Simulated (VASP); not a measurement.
# Sn (Fd-3m) in VASP: a series of runs

The runs below take Sn through single point, with PBEsol, HSE06.

All numbers are computed with VASP 6.6.1; they aren't measurements. Logs are shortened: lines on timing, memory, paths and dates and some standing lists are left out, and cuts for length are marked.

## 1. The cell of the first run

It takes space group Fd-3m (No. 227, cubic). Conventional cell: a = 6.540 Å, b = 6.540 Å, c = 6.540 Å, α = 90.00°, β = 90.00°, γ = 90.00°. Within 3.7 Å of Sn (site symmetry -43m) lie 4 Sn at 2.83 Å.

This isn't the form of Sn at room conditions, which is tetragonal (white tin).

## 2. Single point, PBEsol

INCAR reads:

```
SYSTEM = Sn
ALGO     = Fast           ! electronic algorithm
EDIFF    = 1E-6           ! SCF threshold, eV
ENCUT    = 520            ! plane-wave cutoff, eV
GGA      = PS             ! functional
ISIF     = 2              ! what is computed and relaxed
ISMEAR   = 0              ! smearing method
LASPH    = .TRUE.         ! aspherical terms in the spheres
LCHARG   = .TRUE.         ! write CHGCAR
LELF     = .TRUE.         ! ELF
LREAL    = .FALSE.        ! projectors in reciprocal space
LVHAR    = .TRUE.       
LWAVE    = .FALSE.        ! write WAVECAR
NBANDS   = 21             ! bands
NELM     = 100            ! most SCF steps
PREC     = Accurate       ! precision mode
SIGMA    = 0.1            ! smearing width, eV
```

KPOINTS reads:

```
k-points
0
G
  12 12 12
  0 0 0
```

POSCAR reads:

```
Sn
1.0
    0.0000000000      3.2701710831      3.2701710831
    3.2701710831      0.0000000000      3.2701710831
    3.2701710831      3.2701710831      0.0000000000
Sn
2
Direct
    0.0000000000      0.0000000000      0.0000000000
    0.2500000000      0.2500000000      0.2500000000
```

Potentials or basis: VASP PAW PBE potentials, release 64 (Sn_d).

Run with:

```sh
cat potpaw_PBE.64/Sn_d/POTCAR > POTCAR
mpirun -np 1 vasp_std > vasp.out
```

OUTCAR:

```text
SYSTEM = Sn
   EDIFF = 1E-6
   ENCUT = 520
   GGA = PS
   ISIF = 2
   ISMEAR = 0
   LASPH = .TRUE.
   LREAL = .FALSE.
   NELM = 100
   PREC = Accurate

 ion  position               nearest neighbor table
   1  0.000  0.000  0.000-   2 2.83   2 2.83   2 2.83   2 2.83
   2  0.250  0.250  0.250-   1 2.83   1 2.83   1 2.83   1 2.83

  LATTYP: Found a face centered cubic cell.
 ALAT       =     6.5403421662

  Lattice vectors:

 A1 = (   0.0000000000,   3.2701710831,   3.2701710831)
 A2 = (   3.2701710831,   0.0000000000,   3.2701710831)
 A3 = (   3.2701710831,   3.2701710831,   0.0000000000)

Analysis of symmetry for initial positions (statically):
=====================================================================
 Subroutine PRICEL returns:
 Original cell was already a primitive cell.

 Routine SETGRP: Setting up the symmetry group for a
 face centered cubic supercell.

 Subroutine GETGRP returns: Found 48 space group operations
 (whereof 24 operations were pure point group operations)
 out of a pool of 48 trial point group operations.

The static configuration has the point symmetry T_d .
 The point group associated with its full space group is O_h .

Analysis of symmetry for dynamics (positions and initial velocities):
=====================================================================
 Subroutine PRICEL returns:
 Original cell was already a primitive cell.

 Routine SETGRP: Setting up the symmetry group for a
 face centered cubic supercell.

 Subroutine GETGRP returns: Found 48 space group operations
 (whereof 24 operations were pure point group operations)
 out of a pool of 48 trial point group operations.

The dynamic configuration has the point symmetry T_d .
 The point group associated with its full space group is O_h .

 Subroutine INISYM returns: Found 48 space group operations
 (whereof 24 operations are pure point group operations),
 and found     1 'primitive' translations

----------------------------------------------------------------------------------------

                                     Primitive cell

  volume of cell :      69.9425

  direct lattice vectors                    reciprocal lattice vectors
     0.000000000  3.270171083  3.270171083    -0.152897199  0.152897199  0.152897199
     3.270171083  0.000000000  3.270171083     0.152897199 -0.152897199  0.152897199
     3.270171083  3.270171083  0.000000000     0.152897199  0.152897199 -0.152897199

  length of vectors
     4.624720297  4.624720297  4.624720297     0.264825718  0.264825718  0.264825718

  position of ions in fractional coordinates (direct lattice)
     0.000000000  0.000000000  0.000000000
     0.250000000  0.250000000  0.250000000

  ion indices of the primitive-cell ions
   primitive index   ion index
                 1           1
                 2           2

----------------------------------------------------------------------------------------

 KPOINTS: k-points

Automatic generation of k-mesh.
 Grid dimensions read from file:
 generate k-points for:   12   12   12

 Generating k-lattice:

  Cartesian coordinates                     Fractional coordinates (reciprocal lattice)
    -0.012741433  0.012741433  0.012741433     0.083333333  0.000000000  0.000000000
     0.012741433 -0.012741433  0.012741433     0.000000000  0.083333333  0.000000000
     0.012741433  0.012741433 -0.012741433     0.000000000  0.000000000  0.083333333

  Length of vectors
     0.022068810  0.022068810  0.022068810

  Shift w.r.t. Gamma in fractional coordinates (k-lattice)
     0.000000000  0.000000000  0.000000000

 Subroutine IBZKPT returns following result:
 ===========================================

 Found     72 irreducible k-points:

 Following reciprocal coordinates:
            Coordinates               Weight
  0.000000  0.000000  0.000000      1.000000
  0.083333  0.000000  0.000000      8.000000
  0.166667  0.000000  0.000000      8.000000
  0.250000  0.000000  0.000000      8.000000
  0.333333  0.000000  0.000000      8.000000
  0.416667  0.000000  0.000000      8.000000
[... 16 lines left out ...]
  0.500000  0.166667  0.000000     24.000000
 -0.416667  0.166667  0.000000     24.000000
 [... further k-points ...]
   k-points           NKPTS =     72   k-points in BZ     NKDIM =     72   number of bands    NBANDS=     21
   number of dos      NEDOS =    301   number of ions     NIONS =      2
   total plane-waves  NPLWV =  46656
   dimension x,y,z NGX =    36 NGY =   36 NGZ =   36
   dimension x,y,z NGXF=    72 NGYF=   72 NGZF=   72
   ions per type =               2
   NGX,Y,Z   is equivalent  to a cutoff of  12.94, 12.94, 12.94 a.u.
   NGXF,Y,Z  is equivalent  to a cutoff of  25.88, 25.88, 25.88 a.u.
 SYSTEM =  Sn
   PREC   = accura    normal or accurate (medium, high low for compatibility)
   ISTART =      0    job   : 0-new  1-cont  2-samecut
   ICHARG =      2    charge: 1-file 2-atom 10-const
   ISPIN  =      1    spin polarized calculation?
   LNONCOLLINEAR =      F non collinear calculations
   LSORBIT =      F    spin-orbit coupling
   LASPH  =      T    aspherical Exc in radial PAW
   ENCUT  =  520.0 eV  38.22 Ry    6.18 a.u.   8.60  8.60  8.60*2*pi/ulx,y,z
   NELM   =    100;   NELMIN=  2; NELMDL= -5     # of ELM steps
   EDIFF  = 0.1E-05   stopping-criterion for ELM
   LREAL  =      F    real-space projection
   EDIFFG = 0.1E-04   stopping-criterion for IOM
   NSW    =      0    number of steps for IOM
   IBRION =     -1    ionic relax: 0-MD 1-quasi-New 2-CG
   NFREE  =      0    steps in history (QN), initial steepest desc. (CG)
   ISIF   =      2    stress and relaxation
   ISYM   =      2    0-nonsym 1-usesym 2-fastsym
   POTIM  = 0.5000    time-step for ionic-motion
   TEBEG  =    0.0;   TEEND  =   0.0 temperature during run
   PSTRESS=    0.0 pullay stress
   NELECT =      28.0000    total number of electrons
   NUPDOWN=      -1.0000    fix difference up-down
   EMIN   =  10.00;   EMAX   =-10.00  energy-range for DOS
   EFERMI =   0.00;   METHOD = LEGACY
   ISMEAR =     0;   SIGMA  =   0.10  broadening in eV -4-tet -1-fermi 0-gaus
   EFERMI_NEDOS =   21; number of points for ismear=-14 and -15
   IALGO  =     68    algorithm
   IMIX   =      4    mixing-type and parameters
     AMIX     =   0.40;   BMIX     =  1.00
     AMIX_MAG =   1.60;   BMIX_MAG =  1.00
  volume/ion in A,a.u.               =      34.97       236.00
  Fermi-wavevector in a.u.,A,eV,Ry     =   1.206555  2.280058 19.807013  1.455774
  Thomas-Fermi vector in A             =   2.342219
   LORBIT       =      0    0 simple, 1 ext, 2 COOP (PROOUT), +10 PAW based schemes
   GGA     = PS    functional components
   LHFCALC =     F    Hartree Fock is set to
   AEXX    =    0.0000 exact exchange contribution
   IVDW    =     0    specifies the selected vdW correction
   LEPSILON=     F    determine dielectric tensor
   LRPA    =     F    only Hartree local field effects (RPA)
 non-spin polarized calculation
 RMM-DIIS sequential band-by-band and
 Gauss-broadening in eV      SIGMA  =   0.10
  energy-cutoff  :      520.00
  volume of cell :       69.94
 maximum number of plane-waves:      1900
   NGX = 17   NGY = 17   NGZ = 17

 number of electron      27.9999986 magnetization

 Free energy of the ion-electron system (eV)
  ---------------------------------------------------
  ext. energy  EPLUGINS =         0.00000000
  ---------------------------------------------------
  free energy    TOTEN  =        -8.46573650 eV

  energy without entropy =       -8.46449500  energy(sigma->0) =       -8.46511575

 E-fermi :   5.2259     XC(G=0):  -8.9644

 val. band max:        5.1936503850   @ k =   0.0833   0.0000   0.0000
 cond. band min:       5.3096853325   @ k =   0.3333   0.0000   0.0000
 fundamental gap:      0.1160349476
 Fermi energy:         5.2259096598

 k-point     1 :       0.0000    0.0000    0.0000
  band No.  band energies     occupation
      1     -16.3102      2.00000
      2     -16.3102      2.00000
      3     -16.3102      2.00000
      4     -16.2529      2.00000
      5     -16.2529      2.00000
      6     -15.9600      2.00000
[... 13 lines left out ...]
     20      13.1581      0.00000
     21      13.1596      0.00000

 k-point     2 :       0.0833    0.0000    0.0000
  band No.  band energies     occupation
      1     -16.3154      2.00000
      2     -16.3154      2.00000
      3     -16.3086      2.00000
      4     -16.2458      2.00000
      5     -16.2458      2.00000
      6     -15.9736      2.00000
[... 13 lines left out ...]
     20      12.5471      0.00000
     21      12.5471      0.00000

 k-point     3 :       0.1667    0.0000    0.0000
  band No.  band energies     occupation
      1     -16.3254      2.00000
      2     -16.3254      2.00000
      3     -16.3041      2.00000
      4     -16.2308      2.00000
      5     -16.2308      2.00000
      6     -15.9894      2.00000
[... 13 lines left out ...]
     20      12.1007      0.00000
     21      12.1007      0.00000

 k-point     4 :       0.2500    0.0000    0.0000
  band No.  band energies     occupation
      1     -16.3343      2.00000
      2     -16.3343      2.00000
      3     -16.2977      2.00000
      4     -16.2156      2.00000
      5     -16.2156      2.00000
      6     -16.0027      2.00000
[... 13 lines left out ...]
     20      12.0664      0.00000
     21      12.0664      0.00000

 k-point     5 :       0.3333    0.0000    0.0000
  band No.  band energies     occupation
      1     -16.3403      2.00000
      2     -16.3403      2.00000
      3     -16.2911      2.00000
      4     -16.2041      2.00000
      5     -16.2041      2.00000
      6     -16.0118      2.00000
[... 13 lines left out ...]
     20      12.5049      0.00000
     21      12.5049      0.00000
[... 382 lines left out ...]
     20      12.7986      0.00000
     21      13.5087      0.00000

 k-point    22 :       0.4167    0.1667    0.0000
  band No.  band energies     occupation
      1     -16.3602      2.00000
      2     -16.3448      2.00000
      3     -16.2746      2.00000
      4     -16.1908      2.00000
      5     -16.1641      2.00000
      6     -16.0723      2.00000
[... 13 lines left out ...]
     20      13.3671      0.00000
     21      14.0526      0.00000

 k-point    23 :       0.5000    0.1667    0.0000
  band No.  band energies     occupation
      1     -16.3660      2.00000
      2     -16.3494      2.00000
      3     -16.2599      2.00000
      4     -16.1787      2.00000
      5     -16.1679      2.00000
      6     -16.0642      2.00000
[... 13 lines left out ...]
     20      13.7673      0.00000
     21      14.0413      0.00000

 k-point    24 :      -0.4167    0.1667    0.0000
  band No.  band energies     occupation
      1     -16.3666      2.00000
      2     -16.3521      2.00000
      3     -16.2528      2.00000
      4     -16.1796      2.00000
      5     -16.1704      2.00000
      6     -16.0462      2.00000
[... 13 lines left out ...]
     20      13.0041      0.00000
     21      13.1539      0.00000

 [... further k-points ...]

------------------------ aborting loop because EDIFF is reached ----------------------------------------

  FORCE on cell =-STRESS in cart. coord.  units (eV):
  Direction    XX          YY          ZZ          XY          YZ          ZX
  --------------------------------------------------------------------------------------
  -------------------------------------------------------------------------------------
  Total       -0.0544239     -0.0544239     -0.0544239     -0.0000000      0.0000000      0.0000000
  in kB       -1.2466907     -1.2466907     -1.2466907     -0.0000000      0.0000000      0.0000000
  external PRESSURE =      -1.2466907 kB  Pullay stress =       0.0000000 kB

 VOLUME and BASIS-vectors are now :
 -----------------------------------------------------------------------------
  energy-cutoff  :      520.00
  volume of cell :       69.94
      direct lattice vectors                 reciprocal lattice vectors
     0.000000000  3.270171083  3.270171083    -0.152897199  0.152897199  0.152897199
     3.270171083  0.000000000  3.270171083     0.152897199 -0.152897199  0.152897199
     3.270171083  3.270171083  0.000000000     0.152897199  0.152897199 -0.152897199

 POSITION                                       TOTAL-FORCE (eV/Angst)
 -----------------------------------------------------------------------------------
      0.00000      0.00000      0.00000         0.000000     -0.000000     -0.000000
      1.63509      1.63509      1.63509        -0.000000      0.000000      0.000000
 -----------------------------------------------------------------------------------
    total drift:                                0.000000      0.000000      0.000000

  FREE ENERGIE OF THE ION-ELECTRON SYSTEM (eV)
  ---------------------------------------------------
  free  energy   TOTEN  =        -8.4657364995 eV

  energy  without entropy=       -8.4644949950  energy(sigma->0) =       -8.46511575
```

Wall time 77 s (1 thread of Intel Xeon Platinum 8259CL at 2.50GHz (Skylake/Cascade Lake), shared host); peak memory 0.25 GiB.

What came out:

| Property | Result |
| --- | --- |
| Free energy | -8.4657 eV |
| Pressure | -0.1 GPa |
| Band gap on the k mesh | zero (bands 14 and 15 overlap by 0.19 eV) |

Caveat: the PAW data sets were made with another functional, which shifts forces and pressure a little; spin-orbit coupling is left out, which moves the levels of the heavy elements.

## 3. Single point, HSE06

POSCAR is that of step 2.

INCAR.step1 reads:

```
PREC = Accurate
ENCUT = 520
EDIFF = 1E-5
ISMEAR = 0
SIGMA = 0.1
LREAL = F
LASPH = T
NELM = 100
ALGO = Normal
ISIF = 2
LWAVE = T
LCHARG = F
NBANDS = 21
GGA = PE
```

INCAR.step2 reads:

```
PREC = Accurate
ENCUT = 520
EDIFF = 1E-7
ISMEAR = 0
SIGMA = 0.1
LREAL = F
LASPH = T
NELM = 100
ALGO = Normal
ISIF = 2
LWAVE = F
LCHARG = F
GGA = PE
LHFCALC = T
HFSCREEN = 0.2079
PRECFOCK = Normal
NBANDS = 21
ISTART = 1
```

KPOINTS reads:

```
Automatic mesh
0
Gamma
  4 4 4
```

Potentials or basis: VASP PAW PBE potentials, release 64 (Sn_d).

Run with:

```sh
cat potpaw_PBE.64/Sn_d/POTCAR > POTCAR
cp INCAR.step1 INCAR
mpirun -np 1 vasp_std > vasp.out
cp INCAR.step2 INCAR
mpirun -np 1 vasp_std > vasp.out
```

OUTCAR:

```text
PREC = Accurate
   ENCUT = 520
   EDIFF = 1E-7
   ISMEAR = 0
   LREAL = F
   LASPH = T
   NELM = 100
   ISIF = 2
   GGA = PE
   LHFCALC = T
   HFSCREEN = 0.2079
   PRECFOCK = Normal
   ISTART = 1

 ion  position               nearest neighbor table
   1  0.000  0.000  0.000-   2 2.83   2 2.83   2 2.83   2 2.83
   2  0.250  0.250  0.250-   1 2.83   1 2.83   1 2.83   1 2.83

[... 373 lines left out ...]
     20      15.0339      0.00000
     21      16.2186      0.00000

------------------------ aborting loop because EDIFF is reached ----------------------------------------

  FORCE on cell =-STRESS in cart. coord.  units (eV):
  Direction    XX          YY          ZZ          XY          YZ          ZX
  --------------------------------------------------------------------------------------
  -------------------------------------------------------------------------------------
  Total        0.3448245      0.3448245      0.3448245      0.0000000      0.0000000      0.0000000
  in kB        7.8989122      7.8989122      7.8989122      0.0000000      0.0000000      0.0000000
  external PRESSURE =       7.8989122 kB  Pullay stress =       0.0000000 kB

 VOLUME and BASIS-vectors are now :
 -----------------------------------------------------------------------------
  energy-cutoff  :      520.00
  volume of cell :       69.94
      direct lattice vectors                 reciprocal lattice vectors
     0.000000000  3.270171083  3.270171083    -0.152897199  0.152897199  0.152897199
     3.270171083  0.000000000  3.270171083     0.152897199 -0.152897199  0.152897199
     3.270171083  3.270171083  0.000000000     0.152897199  0.152897199 -0.152897199

 POSITION                                       TOTAL-FORCE (eV/Angst)
 -----------------------------------------------------------------------------------
      0.00000      0.00000      0.00000         0.000000      0.000000      0.000000
      1.63509      1.63509      1.63509        -0.000000     -0.000000     -0.000000
 -----------------------------------------------------------------------------------
    total drift:                               -0.000000     -0.000001      0.000000

  FREE ENERGIE OF THE ION-ELECTRON SYSTEM (eV)
  ---------------------------------------------------
  free  energy   TOTEN  =        -8.8691332808 eV

  energy  without entropy=       -8.8667228376  energy(sigma->0) =       -8.86792806
```

OUTCAR.step1:

```text
PREC = Accurate
   ENCUT = 520
   EDIFF = 1E-5
   ISMEAR = 0
   LREAL = F
   LASPH = T
[... 396 lines left out ...]
 -----------------------------------------------------------------------------------
      0.00000      0.00000      0.00000        -0.000000     -0.000000     -0.000000
      1.63509      1.63509      1.63509         0.000000      0.000000      0.000000
 -----------------------------------------------------------------------------------
    total drift:                                0.000000      0.000000      0.000000

  FREE ENERGIE OF THE ION-ELECTRON SYSTEM (eV)
  ---------------------------------------------------
  free  energy   TOTEN  =        -7.4828606647 eV

  energy  without entropy=       -7.4789763436  energy(sigma->0) =       -7.48091850
```

OSZICAR.step1:

```text
N       E                     dE             d eps       ncg     rms          rms(c)
DAV:   1     0.214767859440E+03    0.21477E+03   -0.14400E+04   346   0.188E+03
DAV:   2     0.152950267350E+02   -0.19947E+03   -0.19639E+03   336   0.425E+02
DAV:   3    -0.678678436851E+01   -0.22082E+02   -0.21958E+02   386   0.136E+02
DAV:   4    -0.751140949122E+01   -0.72463E+00   -0.72431E+00   381   0.276E+01
DAV:   5    -0.754192540672E+01   -0.30516E-01   -0.30515E-01   495   0.514E+00    0.316E+00
DAV:   6    -0.749938734979E+01    0.42538E-01   -0.29318E-02   455   0.201E+00    0.185E+00
DAV:   7    -0.747996743669E+01    0.19420E-01   -0.47226E-02   379   0.214E+00    0.164E-01
DAV:   8    -0.748235019080E+01   -0.23828E-02   -0.58897E-03   376   0.797E-01    0.538E-02
DAV:   9    -0.748282610355E+01   -0.47591E-03   -0.50853E-04   376   0.140E-01    0.129E-02
DAV:  10    -0.748285519677E+01   -0.29093E-04   -0.42335E-05   312   0.547E-02    0.585E-03
DAV:  11    -0.748286066470E+01   -0.54679E-05   -0.10152E-05   309   0.264E-02
   1 F= -.74828607E+01 E0= -.74809185E+01  d E =-.388432E-02
```

Run time: 45 min. Hardware: 1 thread of Intel Xeon Platinum 8259CL at 2.50GHz (Skylake/Cascade Lake), shared host; peak memory 0.31 GiB.

Results:

| Quantity | Value |
| --- | --- |
| Free energy | -8.8691 eV |
| Pressure | 0.8 GPa |
| Band gap on the k mesh | zero (filled and empty bands touch) |

Levels at points of the mesh, in eV from the Fermi level:
```tsv
k point	band 12	band 13	band 14	band 15	band 16	band 17
(0.00, 0.00, 0.00)	-0.33	-0.03	-0.03	-0.03	2.57	2.57
(0.50, 0.00, 0.00)	-6.88	-1.31	-1.31	0.33	3.69	3.69
(0.50, 0.50, 0.00)	-8.24	-2.73	-2.73	1.17	1.17	8.48
```

Caveat: the k points lie up to 0.42 Å⁻¹ apart; the PAW data sets were made with another functional, which shifts forces and pressure a little; spin-orbit coupling is left out, which moves the levels of the heavy elements.

The gap in the log of VASP goes by the Fermi energy; the results here count the filled bands.